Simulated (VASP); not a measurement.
# BP (mix): single point with PBE

Crystal: BP (mix).

```
B P
1.0
     0.00000    2.27416    2.27416
     2.27416    0.00000    2.27416
     2.27416    2.27416    0.00000
B P
1 1
Cartesian
  0.0000 0.0000 0.0000
  1.1371 1.1371 1.1371
```

```json
{"Program": "VASP 6.6.1", "Task": "single point", "Functional": "PBE", "Potentials or basis": "VASP PAW PBE potentials, release 64 (B, P)", "Cutoff": "500 eV", "k mesh": "10 × 10 × 10", "Occupations": "gaussian, width 0.02 eV", "Spin": "no spin polarisation", "Dipole correction": "no", "Further INCAR settings": "ALGO = Normal; EDIFF = 1e-06; NBANDS = 11"}
```

```yaml
Pressure: -0.2 GPa
Band_gap_on_the_k_mesh: 1.25 eV, indirect (least direct gap 3.39 eV)
```

Levels at points of the mesh, in eV from the valence-band top:
| k point | band 1 | band 2 | band 3 | band 4 | band 5 | band 6 | band 7 | band 8 |
| --- | --- | --- | --- | --- | --- | --- | --- | --- |
| (0.00, 0.00, 0.00) | -15.40 | 0.00 | 0.00 | 0.00 | 3.39 | 3.39 | 3.39 | 7.27 |
| (0.50, 0.00, 0.00) | -12.10 | -8.98 | -1.75 | -1.75 | 3.74 | 4.71 | 4.71 | 10.10 |
| (0.50, 0.50, 0.00) | -10.58 | -8.55 | -4.09 | -4.09 | 1.35 | 1.67 | 12.06 | 12.06 |

Wall time 13 s on 1 thread of AMD EPYC 7R43 64-Core Processor (Zen 3), on a shared host, peak memory 0.1 GiB.

A k mesh can miss the band edges. A hybrid or GW would open this gap; PBE tends to underestimate it.
